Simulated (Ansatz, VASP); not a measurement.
One calculation of Ag, two programs

The input INCAR:

```
ALGO     = Normal         # electronic algorithm
EDIFF    = 1E-7           # SCF threshold, eV
ENCUT    = 520            # plane-wave cutoff, eV
ISIF     = 2              # what is computed and relaxed
ISMEAR   = -1             # smearing method
LASPH    = T              # aspherical terms in the spheres
LCHARG   = F              # write CHGCAR
LREAL    = F              # projectors in reciprocal space
LWAVE    = F              # write WAVECAR
NBANDS   = 12             # bands
NELM     = 100            # most SCF steps
PREC     = Accurate       # precision mode
SIGMA    = 0.05           # smearing width, eV
```

File KPOINTS:

```
k-points
0
Gamma
  18 18 18
```

Contents of POSCAR:

```
Ag
1.0
    0.0000000000      1.7595228285      1.7595228285
    1.7595228285      0.0000000000      1.7595228285
    1.7595228285      1.7595228285      0.0000000000
Ag
1
Direct
    0.0000000000      0.0000000000      0.0000000000
```

Input for Ansatz:

```yaml
crystal:
  lattice:
    - [0.0, 1.7595228285, 1.7595228285]
    - [1.7595228285, 0.0, 1.7595228285]
    - [1.7595228285, 1.7595228285, 0.0]
  atoms:
    - { symbol: Ag, position: [0.0, 0.0, 0.0] }
kpoints:
  mp_grid: { grid: [18, 18, 18] }
scf:
  occupations: { method: fermi_dirac, width: 0.05 }
hamiltonian:
  xc: lda
  pseudopotentials: { kind: all_electron, lapw: { basis_error: 0.001 } }
output:
  forces: true
  stress: true
  eigenvalues: true
  populations: true
```

Change from the starting cell: volume scaled by 0.68, LAPW.

Alike in both runs: task single point; functional LDA; k mesh 18 × 18 × 18; occupations fermi-dirac, width 0.05 eV; no spin polarisation.

|  | VASP | Ansatz |
| --- | --- | --- |
| version | VASP 6.6.1 | Ansatz 0.2.0 |
| potentials or method | VASP PAW LDA potentials, release 64 (Ag), cutoff 520 eV | all-electron LAPW, scalar-relativistic |

```tsv
	VASP	Ansatz	Ansatz less VASP
pressure (GPa)	155.4	154.8	-0.60
```

LDA's correlation is that of Perdew and Zunger in VASP and of Perdew and Wang (1992) in Ansatz. Both programs put the cell under a high pressure, so it lies far from rest at this level. Ansatz ran all-electron here, and VASP with PAW potentials.

Noted on VASP's run: the cell as given lies far from equilibrium.
